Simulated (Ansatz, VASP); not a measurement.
TaN: VASP beside Ansatz

```
Ta N
1.0
     2.93800    0.06610    0.00000
    -1.41175    2.51133    0.00000
     0.00000    0.00000    2.88300
Ta N
1 1
Direct
  0.33333 0.66667 0.50000
  0.00000 0.00000 0.00000
```

Change from the starting cell: strain +0.0450 x Voigt [0, 0, 0, 0, 0, 1], atoms carried along.

Alike in both runs: task single point; functional PBEsol; k mesh 18 × 18 × 16; occupations gaussian, width 0.15 eV; no spin polarisation.

|  | VASP | Ansatz |
| --- | --- | --- |
| version | VASP 6.6.1 | Ansatz 0.2.0 |
| potentials or method | VASP PAW PBE potentials, release 64 (Ta_pv, N), cutoff 520 eV | scalar-relativistic, plane waves, PAW |
| valence electrons in the cell | 16 | 18 |

Ansatz gave:

* gap on the k mesh at the Fermi level (eV): none
* pressure (GPa): -4.3
* traceless stress, the component that is largest in VASP (GPa): -10.39
* rms of the force components (eV/Å): 0.044

**Question.** What did VASP give for the same quantities?

**Answer.** gap on the k mesh at the Fermi level (eV): none; pressure (GPa): -3.5; traceless stress, the component that is largest in VASP (GPa): -10.41; rms of the force components (eV/Å): 0.047.

VASP's potentials were made for PBE, not for PBEsol. Atom by atom the forces differ by 0.003 eV/Å (rms over components). A gap of «none» marks a metal or a gap that the smearing closes. VASP's potentials hold 16 valence electrons a cell and Ansatz's 18, so a difference there can come from the potentials and not from the codes.

Neither program's run includes spin-orbit coupling.
